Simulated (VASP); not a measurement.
A run of VASP 6.6.1:

INCAR

```
  ALGO = Normal
  EDIFF = 1E-6
  ENCUT = 600
  GGA = PS
  GGA_COMPAT = False
  ISIF = 2
  ISMEAR = 0
  LASPH = True
  LCHARG = False
  LREAL = False
  LWAVE = False
  NBANDS = 11
  NELM = 120
  PREC = Accurate
  SIGMA = 0.02
```

The input KPOINTS:

```
k-points
0
Gamma
  14 14 14
```

File POSCAR:

```
C
1.0
    0.0000000000      1.7768328947      1.7768328947
    1.7768328947      0.0000000000      1.7768328947
    1.7768328947      1.7768328947      0.0000000000
C
2
Direct
    0.0000000000      0.0000000000      0.0000000000
    0.2500000000      0.2500000000      0.2500000000
```

Potentials or basis: VASP PAW PBE potentials, release 64 (C).

Launch:

```console
$ cat potpaw_PBE.64/C/POTCAR > POTCAR
$ mpirun -np 1 vasp_std > vasp.out
```

Hardware: 1 thread of Intel(R) Xeon(R) Platinum 8488C (Sapphire Rapids), on a shared host.

Task: Estimate the wall time of this run.

Result: Wall time 7.7 s on 1 thread of Intel(R) Xeon(R) Platinum 8488C (Sapphire Rapids) (shared host), peak memory 0.12 GiB. Counts: scf iterations 11, k points 104.
